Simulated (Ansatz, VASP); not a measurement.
# Bi in VASP and in Ansatz

```
Bi
1.0
     3.70190    0.00000    0.00000
    -1.85095    3.20594    0.00000
     0.00000    0.00000   12.52285
Bi
4
Direct
  0.00000 0.00000 0.00000
  0.00000 0.00000 0.50000
  0.33333 0.66667 0.25000
  0.66667 0.33333 0.75000
```

Alike in both runs: task single point; functional BLYP; k mesh 11 × 11 × 3; occupations fermi-dirac, width 0.1 eV; no spin polarisation.

```csv
,VASP,Ansatz
version,VASP 6.6.1,Ansatz 0.2.0
potentials or method,"VASP PAW PBE potentials, release 64 (Bi_d), cutoff 500 eV","plane waves (420 eV) with PAW, scalar-relativistic"
valence electrons in the cell,60,60
```

|  | VASP | Ansatz | Ansatz less VASP |
| --- | --- | --- | --- |
| pressure (GPa) | -2.6 | -2.6 | -0.05 |
| traceless stress, the component that is largest in VASP (GPa) | 0.29 | 0.30 | +0.009 |

VASP's potentials were made for PBE, not for BLYP. With one functional, cell and mesh, what is left measures potentials, basis and numerics.

Neither program's run includes spin-orbit coupling.
